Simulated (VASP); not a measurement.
A run of VASP 6.6.1 is set up as follows.

File INCAR:

```
ALGO = Normal ; EDIFF = 1E-6
EDIFFG = -0.02 ; ENCUT = 600
GGA = PS ; IBRION = 2
ISIF = 3 ; ISMEAR = -1
IVDW = 12 ; LASPH = T
LCHARG = F ; LREAL = F
LWAVE = F ; NELM = 100
NSW = 80 ; PREC = Accurate
SIGMA = 0.05
```

The input KPOINTS:

```
k-points
0
Gamma
  11 11 11
```

The input POSCAR:

```
Li
1.0
   -1.7546500000      1.7546500000      1.7546500000
    1.7546500000     -1.7546500000      1.7546500000
    1.7546500000      1.7546500000     -1.7546500000
Li
1
Direct
    0.0000000000      0.0000000000      0.0000000000
```

Potentials or basis: VASP PAW PBE potentials, release 64 (Li_sv).

Launch:

```bash
$ cat potpaw_PBE.64/Li_sv/POTCAR > POTCAR
$ mpirun -np 1 vasp_std > vasp.out
```

**Question.** What does it give for the relaxed volume?

**Answer.** 18.29 Å³/atom.

**Question.** Estimate the dispersion energy per atom.

**Answer.** -0.166 eV.

Final structure:
```yaml
crystal:
  lattice:
    - [-1.65987, 1.65987, 1.65987]
    - [1.65987, -1.65987, 1.65987]
    - [1.65987, 1.65987, -1.65987]
  atoms:
    - { symbol: Li, position: [0.00000, 0.00000, 0.00000] }
```

Caveat: the cutoff is under 1.25 times the usual one of these potentials, so pressure, stress and relaxed cells hold a basis-set (Pulay) error; the volume moved by over 15 % at a fixed basis, so the end points are rough; the PAW data sets were made with another functional, which shifts forces and pressure a little; the volume moved by -15 % from the deposited cell, more than functionals usually miss; pairwise dispersion overbinds metals, which lowers pressure and volume.

The cell as given is a measured one (21.61 Å³/atom); PBEsol+D3(BJ) puts the equilibrium volume -15.3 % from it, thermal expansion not counted.
